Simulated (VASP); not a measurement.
# Ta (Im-3m) in VASP: notebook

Runs on Ta. Level: r2SCAN. Tasks: single point.

Everything below comes from runs of VASP 6.6.1. Logs are shortened: lines on timing, memory, paths and dates and some standing lists are left out, and cuts for length are marked.

## (1) The cell of the first run

The structure is cubic, space group Im-3m (No. 229). Conventional cell: a = 3.301 Å, b = 3.301 Å, c = 3.301 Å, α = 90.00°, β = 90.00°, γ = 90.00°. Within 3.8 Å of Ta (site symmetry m-3m) lie 14 Ta at 2.86 to 3.30 Å.

## (2) Single point, r2SCAN (17.99 Å³/atom)

Contents of POSCAR:

```
Ta
1.0
   -1.6505837192      1.6505837192      1.6505837192
    1.6505837192     -1.6505837192      1.6505837192
    1.6505837192      1.6505837192     -1.6505837192
Ta
1
Direct
    0.0000000000      0.0000000000      0.0000000000
```

Contents of INCAR.step1:

```
SYSTEM = Ta
  PREC = Accurate
  ENCUT = 550
  ISMEAR = 0
  SIGMA = 0.05
  LREAL = .False.
  LASPH = .True.
  NELM = 120
  NBANDS = 12
  GGA = PE
  ALGO = Normal
  EDIFF = 1E-5
  LWAVE = .True.
  LCHARG = .False.
  GGA_COMPAT = .False.
```

Contents of INCAR.step2:

```
SYSTEM = Ta
  PREC = Accurate
  ENCUT = 550
  EDIFF = 1E-6
  ISMEAR = 0
  SIGMA = 0.05
  LREAL = .False.
  LASPH = .True.
  NELM = 120
  ALGO = Normal
  ISIF = 2
  LWAVE = .False.
  LCHARG = .False.
  METAGGA = R2SCAN
  LMIXTAU = .True.
  NBANDS = 12
  ISTART = 1
  GGA_COMPAT = .False.
```

Contents of KPOINTS:

```
Automatic mesh
0
Gamma
  18 18 18
  0 0 0
```

Potentials or basis: VASP PAW PBE potentials, release 64 (Ta_pv).

Command:

```sh
$ cat potpaw_PBE.64/Ta_pv/POTCAR > POTCAR
$ cp INCAR.step1 INCAR
$ mpirun -np 1 vasp_std > vasp.out
$ cp INCAR.step2 INCAR
$ mpirun -np 1 vasp_std > vasp.out
```

OUTCAR:

```text
SYSTEM = Ta
   PREC = Accurate
   ENCUT = 550
   EDIFF = 1E-6
   ISMEAR = 0
   LREAL = .False.
   LASPH = .True.
   NELM = 120
   ISIF = 2
   METAGGA = R2SCAN
   ISTART = 1

 ion  position               nearest neighbor table
   1  0.000  0.000  0.000-

  LATTYP: Found a body centered cubic cell.
 ALAT       =     3.3011674384

  Lattice vectors:

 A1 = (  -1.6505837192,   1.6505837192,   1.6505837192)
 A2 = (   1.6505837192,  -1.6505837192,   1.6505837192)
 A3 = (   1.6505837192,   1.6505837192,  -1.6505837192)

Analysis of symmetry for initial positions (statically):
=====================================================================
 Subroutine PRICEL returns:
 Original cell was already a primitive cell.

 Routine SETGRP: Setting up the symmetry group for a
 body centered cubic supercell.

 Subroutine GETGRP returns: Found 48 space group operations
 (whereof 48 operations were pure point group operations)
 out of a pool of 48 trial point group operations.

The static configuration has the point symmetry O_h .

Analysis of symmetry for dynamics (positions and initial velocities):
=====================================================================
 Subroutine PRICEL returns:
 Original cell was already a primitive cell.

 Routine SETGRP: Setting up the symmetry group for a
 body centered cubic supercell.

 Subroutine GETGRP returns: Found 48 space group operations
 (whereof 48 operations were pure point group operations)
 out of a pool of 48 trial point group operations.

The dynamic configuration has the point symmetry O_h .

 Subroutine INISYM returns: Found 48 space group operations
 (whereof 48 operations are pure point group operations),
 and found     1 'primitive' translations

----------------------------------------------------------------------------------------

                                     Primitive cell

  volume of cell :      17.9876

  direct lattice vectors                    reciprocal lattice vectors
    -1.650583719  1.650583719  1.650583719     0.000000000  0.302923138  0.302923138
     1.650583719 -1.650583719  1.650583719     0.302923138  0.000000000  0.302923138
     1.650583719  1.650583719 -1.650583719     0.302923138  0.302923138  0.000000000

  length of vectors
     2.858894864  2.858894864  2.858894864     0.428398010  0.428398010  0.428398010

  position of ions in fractional coordinates (direct lattice)
     0.000000000  0.000000000  0.000000000

  ion indices of the primitive-cell ions
   primitive index   ion index
                 1           1

----------------------------------------------------------------------------------------

 KPOINTS: Automatic mesh

Automatic generation of k-mesh.
 Grid dimensions read from file:
 generate k-points for:   18   18   18

 Generating k-lattice:

  Cartesian coordinates                     Fractional coordinates (reciprocal lattice)
     0.000000000  0.016829063  0.016829063     0.055555556  0.000000000  0.000000000
     0.016829063  0.000000000  0.016829063     0.000000000  0.055555556  0.000000000
     0.016829063  0.016829063  0.000000000     0.000000000  0.000000000  0.055555556

  Length of vectors
     0.023799889  0.023799889  0.023799889

  Shift w.r.t. Gamma in fractional coordinates (k-lattice)
     0.000000000  0.000000000  0.000000000

 Subroutine IBZKPT returns following result:
 ===========================================

 Found    195 irreducible k-points:

 Following reciprocal coordinates:
            Coordinates               Weight
  0.000000  0.000000  0.000000      1.000000
  0.055556  0.000000  0.000000     12.000000
  0.111111  0.000000  0.000000     12.000000
  0.166667  0.000000  0.000000     12.000000
  0.222222  0.000000  0.000000     12.000000
  0.277778  0.000000  0.000000     12.000000
[... 16 lines left out ...]
  0.333333  0.111111  0.000000     48.000000
  0.388889  0.111111  0.000000     48.000000
 [... further k-points ...]
   k-points           NKPTS =    195   k-points in BZ     NKDIM =    195   number of bands    NBANDS=     12
   number of dos      NEDOS =    301   number of ions     NIONS =      1
   total plane-waves  NPLWV =  13824
   dimension x,y,z NGX =    24 NGY =   24 NGZ =   24
   dimension x,y,z NGXF=    48 NGYF=   48 NGZF=   48
   ions per type =               1
   NGX,Y,Z   is equivalent  to a cutoff of  13.96, 13.96, 13.96 a.u.
   NGXF,Y,Z  is equivalent  to a cutoff of  27.91, 27.91, 27.91 a.u.
 SYSTEM =  Ta
   PREC   = accura    normal or accurate (medium, high low for compatibility)
   ISTART =      1    job   : 0-new  1-cont  2-samecut
   ICHARG =      0    charge: 1-file 2-atom 10-const
   ISPIN  =      1    spin polarized calculation?
   LNONCOLLINEAR =      F non collinear calculations
   LSORBIT =      F    spin-orbit coupling
   LASPH  =      T    aspherical Exc in radial PAW
   ENCUT  =  550.0 eV  40.42 Ry    6.36 a.u.   5.47  5.47  5.47*2*pi/ulx,y,z
   NELM   =    120;   NELMIN=  2; NELMDL=  0     # of ELM steps
   EDIFF  = 0.1E-05   stopping-criterion for ELM
   LREAL  =      F    real-space projection
   EDIFFG = 0.1E-04   stopping-criterion for IOM
   NSW    =      0    number of steps for IOM
   IBRION =     -1    ionic relax: 0-MD 1-quasi-New 2-CG
   NFREE  =      0    steps in history (QN), initial steepest desc. (CG)
   ISIF   =      2    stress and relaxation
   ISYM   =      2    0-nonsym 1-usesym 2-fastsym
   POTIM  = 0.5000    time-step for ionic-motion
   TEBEG  =    0.0;   TEEND  =   0.0 temperature during run
   PSTRESS=    0.0 pullay stress
   NELECT =      11.0000    total number of electrons
   NUPDOWN=      -1.0000    fix difference up-down
   EMIN   =  10.00;   EMAX   =-10.00  energy-range for DOS
   EFERMI =   0.00;   METHOD = LEGACY
   ISMEAR =     0;   SIGMA  =   0.05  broadening in eV -4-tet -1-fermi 0-gaus
   EFERMI_NEDOS =   21; number of points for ismear=-14 and -15
   IALGO  =     38    algorithm
   IMIX   =      4    mixing-type and parameters
     AMIX     =   0.40;   BMIX     =  1.00
     AMIX_MAG =   1.60;   BMIX_MAG =  1.00
  volume/ion in A,a.u.               =      17.99       121.39
  Fermi-wavevector in a.u.,A,eV,Ry     =   1.389573  2.625913 26.271685  1.930914
  Thomas-Fermi vector in A             =   2.513591
   LORBIT       =      0    0 simple, 1 ext, 2 COOP (PROOUT), +10 PAW based schemes
   METAGGA = R2SCAN    functional components
   LHFCALC =     F    Hartree Fock is set to
   AEXX    =    0.0000 exact exchange contribution
   IVDW    =     0    specifies the selected vdW correction
   LEPSILON=     F    determine dielectric tensor
   LRPA    =     F    only Hartree local field effects (RPA)
 non-spin polarized calculation
 Gauss-broadening in eV      SIGMA  =   0.05
  energy-cutoff  :      550.00
  volume of cell :       17.99
 maximum number of plane-waves:       543
 NGX is ok and might be reduce to    24
   NGX = 11   NGY = 11   NGZ = 11

 number of electron      11.0000002 magnetization

 Free energy of the ion-electron system (eV)
  ---------------------------------------------------
  ext. energy  EPLUGINS =         0.00000000
  ---------------------------------------------------
  free energy    TOTEN  =       -48.58074429 eV

  energy without entropy =      -48.57961287  energy(sigma->0) =      -48.58017858

 E-fermi :   5.3361     XC(G=0): -13.7789

 val. band max:        5.3156047237   @ k =  -0.3889   0.5000   0.0556
 cond. band min:       5.3366088209   @ k =   0.3333   0.1111   0.0000
 fundamental gap:      0.0210040972
 Fermi energy:         5.3360625643

 k-point     1 :       0.0000    0.0000    0.0000
  band No.  band energies     occupation
      1     -28.8797      2.00000
      2     -28.8797      2.00000
      3     -28.8797      2.00000
      4      -2.9990      2.00000
      5       6.1775      0.00000
      6       6.1775      0.00000
      7       6.1775      0.00000
      8       9.6720      0.00000
      9       9.6720      0.00000
     10      17.4564      0.00000
     11      21.1190      0.00000
     12      21.1190      0.00000

 k-point     2 :       0.0556    0.0000    0.0000
  band No.  band energies     occupation
      1     -28.9205      2.00000
      2     -28.8920      2.00000
      3     -28.8799      2.00000
      4      -2.8542      2.00000
      5       6.0813      0.00000
      6       6.1486      0.00000
      7       6.3179      0.00000
      8       9.5129      0.00000
      9       9.6708      0.00000
     10      17.4564      0.00000
     11      21.2498      0.00000
     12      21.3738      0.00000

 k-point     3 :       0.1111    0.0000    0.0000
  band No.  band energies     occupation
      1     -29.0369      2.00000
      2     -28.9276      2.00000
      3     -28.8806      2.00000
      4      -2.4346      2.00000
      5       5.8164      0.00000
      6       6.0289      0.00000
      7       6.7345      0.00000
      8       9.1793      0.00000
      9       9.6759      0.00000
     10      17.4563      0.00000
     11      21.5757      0.00000
     12      22.1119      0.00000

 k-point     4 :       0.1667    0.0000    0.0000
  band No.  band energies     occupation
      1     -29.2113      2.00000
      2     -28.9816      2.00000
      3     -28.8816      2.00000
      4      -1.7867      2.00000
      5       5.4408      0.00306
      6       5.7640      0.00000
      7       7.4140      0.00000
      8       8.9464      0.00000
      9       9.7082      0.00000
     10      17.4563      0.00000
     11      21.8493      0.00000
     12      23.2680      0.00000

 k-point     5 :       0.2222    0.0000    0.0000
  band No.  band energies     occupation
      1     -29.4194      2.00000
      2     -29.0471      2.00000
      3     -28.8830      2.00000
      4      -0.9972      2.00000
      5       5.0206      2.00000
      6       5.4103      0.03574
      7       8.3321      0.00000
      8       8.9528      0.00000
      9       9.7898      0.00000
     10      17.4560      0.00000
     11      21.6269      0.00000
     12      23.3927      0.00000
[... 228 lines left out ...]
      1     -29.6620      2.00000
      2     -29.1285      2.00000
      3     -28.9343      2.00000
      4       0.1566      2.00000
      5       4.5711      2.00000
      6       4.8683      2.00000
      7       8.7499      0.00000
      8      10.0021      0.00000
      9      10.3033      0.00000
     10      17.4555      0.00000
     11      20.8590      0.00000
     12      22.4400      0.00000

 k-point    22 :       0.2778    0.1111    0.0000
  band No.  band energies     occupation
      1     -29.8278      2.00000
      2     -29.2057      2.00000
      3     -28.9380      2.00000
      4       0.7800      2.00000
      5       4.2528      2.00000
      6       4.9139      2.00000
      7       9.0308      0.00000
      8      10.4299      0.00000
      9      11.2717      0.00000
     10      17.4542      0.00000
     11      19.6255      0.00000
     12      21.0843      0.00000

 k-point    23 :       0.3333    0.1111    0.0000
  band No.  band energies     occupation
      1     -29.9593      2.00000
      2     -29.2691      2.00000
      3     -28.9406      2.00000
      4       1.0926      2.00000
      5       4.0231      2.00000
      6       5.3366      0.98767
      7       9.2983      0.00000
      8      10.5572      0.00000
      9      12.5245      0.00000
     10      17.4500      0.00000
     11      18.4912      0.00000
     12      19.7754      0.00000

 k-point    24 :       0.3889    0.1111    0.0000
  band No.  band energies     occupation
      1     -30.0437      2.00000
      2     -29.3106      2.00000
      3     -28.9421      2.00000
      4       1.1757      2.00000
      5       3.8816      2.00000
      6       5.9041      0.00000
      7       9.3858      0.00000
      8      10.7369      0.00000
      9      13.5450      0.00000
     10      17.3884      0.00000
     11      17.5800      0.00000
     12      18.9797      0.00000

 [... further k-points ...]

------------------------ aborting loop because EDIFF is reached ----------------------------------------

  FORCE on cell =-STRESS in cart. coord.  units (eV):
  Direction    XX          YY          ZZ          XY          YZ          ZX
  --------------------------------------------------------------------------------------
  -------------------------------------------------------------------------------------
  Total        0.1362744      0.1362744      0.1362744     -0.0000000     -0.0000000      0.0000000
  in kB       12.1381380     12.1381380     12.1381380     -0.0000000     -0.0000000      0.0000000
  external PRESSURE =      12.1381380 kB  Pullay stress =       0.0000000 kB

 VOLUME and BASIS-vectors are now :
 -----------------------------------------------------------------------------
  energy-cutoff  :      550.00
  volume of cell :       17.99
      direct lattice vectors                 reciprocal lattice vectors
    -1.650583719  1.650583719  1.650583719     0.000000000  0.302923138  0.302923138
     1.650583719 -1.650583719  1.650583719     0.302923138  0.000000000  0.302923138
     1.650583719  1.650583719 -1.650583719     0.302923138  0.302923138  0.000000000

 POSITION                                       TOTAL-FORCE (eV/Angst)
 -----------------------------------------------------------------------------------
      0.00000      0.00000      0.00000         0.000000      0.000000     -0.000000
 -----------------------------------------------------------------------------------
    total drift:                                0.000000      0.000000      0.000000

  FREE ENERGIE OF THE ION-ELECTRON SYSTEM (eV)
  ---------------------------------------------------
  free  energy   TOTEN  =       -48.5807442929 eV

  energy  without entropy=      -48.5796128724  energy(sigma->0) =      -48.58017858
```

It took 2.8 min on 1 thread of Intel Xeon 8259CL, shared host; peak memory 0.18 GiB.

Results:

```
Free energy            : -48.5807 eV
Pressure               : 1.2 GPa
Band gap on the k mesh : zero (an odd number of electrons rules out a gap without spin polarisation)
```

Levels at points of the mesh, in eV from the Fermi level:
| k point | band 3 | band 4 | band 5 | band 6 | band 7 | band 8 |
| --- | --- | --- | --- | --- | --- | --- |
| (0.00, 0.00, 0.00) | -34.22 | -8.34 | 0.84 | 0.84 | 0.84 | 4.34 |
| (0.50, 0.00, 0.00) | -34.22 | -4.57 | -1.57 | 1.48 | 4.21 | 5.27 |
| (0.50, 0.50, 0.50) | -35.07 | -3.95 | -3.95 | 7.13 | 7.13 | 7.13 |

Caveat: the PAW data sets were made with another functional, which shifts forces and pressure a little; spin-orbit coupling is left out, which moves the levels of the heavy elements.

## (3) Single point, r2SCAN (18.04 Å³/atom)

This run uses another cell than the first one, of 18.04 Å³/atom.

Contents of POSCAR:

```
Ta
1.0
   -1.6521559389      1.6521559389      1.6521559389
    1.6521559389     -1.6521559389      1.6521559389
    1.6521559389      1.6521559389     -1.6521559389
Ta
1
Direct
    0.0000000000      0.0000000000      0.0000000000
```

Contents of INCAR.step1:

```
SYSTEM = Ta
ALGO = Normal ; EDIFF = 1E-5
ENCUT = 550 ; GGA = PE
GGA_COMPAT = .FALSE. ; ISMEAR = 0
LASPH = .TRUE. ; LCHARG = .FALSE.
LREAL = .FALSE. ; LWAVE = .TRUE.
NBANDS = 12 ; NELM = 120
PREC = Accurate ; SIGMA = 0.05
```

Contents of INCAR.step2:

```
SYSTEM = Ta
ALGO = Normal ; EDIFF = 1E-6
ENCUT = 550 ; GGA_COMPAT = .FALSE.
ISIF = 2 ; ISMEAR = 0
ISTART = 1 ; LASPH = .TRUE.
LCHARG = .FALSE. ; LMIXTAU = .TRUE.
LREAL = .FALSE. ; LWAVE = .FALSE.
METAGGA = R2SCAN ; NBANDS = 12
NELM = 120 ; PREC = Accurate
SIGMA = 0.05
```

Contents of KPOINTS:

```
k-points
0
G
  18 18 18
  0 0 0
```

Potentials or basis: VASP PAW PBE potentials, release 64 (Ta_pv).

Command:

```sh
$ cat potpaw_PBE.64/Ta_pv/POTCAR > POTCAR
$ cp INCAR.step1 INCAR
$ mpirun -np 1 vasp_std > vasp.out
$ cp INCAR.step2 INCAR
$ mpirun -np 1 vasp_std > vasp.out
```

OUTCAR:

```text
SYSTEM = Ta
   EDIFF = 1E-6
   ENCUT = 550
   ISIF = 2
   ISMEAR = 0
   ISTART = 1
   LASPH = .TRUE.
   LREAL = .FALSE.
   METAGGA = R2SCAN
   NELM = 120
   PREC = Accurate

 ion  position               nearest neighbor table
   1  0.000  0.000  0.000-

  LATTYP: Found a body centered cubic cell.
 ALAT       =     3.3043118778

  Lattice vectors:

 A1 = (  -1.6521559389,   1.6521559389,   1.6521559389)
 A2 = (   1.6521559389,  -1.6521559389,   1.6521559389)
[... 540 lines left out ...]
     12      18.9355      0.00000

 [... further k-points ...]

------------------------ aborting loop because EDIFF is reached ----------------------------------------

  FORCE on cell =-STRESS in cart. coord.  units (eV):
  Direction    XX          YY          ZZ          XY          YZ          ZX
  --------------------------------------------------------------------------------------
  -------------------------------------------------------------------------------------
  Total        0.0688236      0.0688236      0.0688236     -0.0000000     -0.0000000      0.0000000
  in kB        6.1127243      6.1127243      6.1127243     -0.0000000     -0.0000000      0.0000000
  external PRESSURE =       6.1127243 kB  Pullay stress =       0.0000000 kB

 VOLUME and BASIS-vectors are now :
 -----------------------------------------------------------------------------
  energy-cutoff  :      550.00
  volume of cell :       18.04
      direct lattice vectors                 reciprocal lattice vectors
    -1.652155939  1.652155939  1.652155939     0.000000000  0.302634871  0.302634871
     1.652155939 -1.652155939  1.652155939     0.302634871  0.000000000  0.302634871
     1.652155939  1.652155939 -1.652155939     0.302634871  0.302634871  0.000000000

 POSITION                                       TOTAL-FORCE (eV/Angst)
 -----------------------------------------------------------------------------------
      0.00000      0.00000      0.00000         0.000000      0.000000      0.000000
 -----------------------------------------------------------------------------------
    total drift:                                0.000000      0.000000     -0.000000

  FREE ENERGIE OF THE ION-ELECTRON SYSTEM (eV)
  ---------------------------------------------------
  free  energy   TOTEN  =       -48.5810481993 eV

  energy  without entropy=      -48.5799031580  energy(sigma->0) =      -48.58047568
```

OSZICAR.step1:

```text
N       E                     dE             d eps       ncg     rms          rms(c)
DAV:   1     0.636166117634E+02    0.63617E+02   -0.62898E+03  4696   0.910E+02
DAV:   2    -0.111984164214E+02   -0.74815E+02   -0.73010E+02  5188   0.252E+02
DAV:   3    -0.122706725280E+02   -0.10723E+01   -0.10630E+01  5592   0.283E+01
DAV:   4    -0.122735215753E+02   -0.28490E-02   -0.28488E-02  5240   0.164E+00
DAV:   5    -0.122735310527E+02   -0.94775E-05   -0.94770E-05  5568   0.885E-02    0.134E+01
DAV:   6    -0.119187126242E+02    0.35482E+00   -0.28492E-01  5488   0.579E+00    0.654E+00
DAV:   7    -0.118129320577E+02    0.10578E+00   -0.25597E-01  5392   0.508E+00    0.387E-01
DAV:   8    -0.118120644518E+02    0.86761E-03   -0.72719E-03  5124   0.729E-01    0.135E-01
DAV:   9    -0.118120280088E+02    0.36443E-04   -0.14797E-04  5476   0.131E-01    0.268E-02
DAV:  10    -0.118120206865E+02    0.73223E-05   -0.42362E-06  3200   0.229E-02
   1 F= -.11812021E+02 E0= -.11811241E+02  d E =-.155973E-02
```

Wall time 2.9 min (1 thread of Intel Xeon 8259CL, shared host); peak memory 0.18 GiB.

Results:

| Item | Value |
| --- | --- |
| Free energy | -48.5810 eV |
| Pressure | 0.6 GPa |
| Band gap on the k mesh | zero (an odd number of electrons rules out a gap without spin polarisation) |

Levels at points of the mesh, in eV from the Fermi level:
| k point | band 4 | band 5 | band 6 | band 7 | band 8 | band 9 |
| --- | --- | --- | --- | --- | --- | --- |
| (0.00, 0.00, 0.00) | -8.32 | 0.84 | 0.84 | 0.84 | 4.33 | 4.33 |
| (0.50, 0.00, 0.00) | -4.55 | -1.56 | 1.46 | 4.20 | 5.26 | 8.08 |
| (0.50, 0.50, 0.50) | -3.93 | -3.93 | 7.10 | 7.10 | 7.10 | 9.00 |

Caveat: the PAW data sets were made with another functional, which shifts forces and pressure a little; spin-orbit coupling is left out, which moves the levels of the heavy elements.

(Continued in part 2 of 2.)

The gap in the log of VASP goes by the Fermi energy; the results here count the filled bands.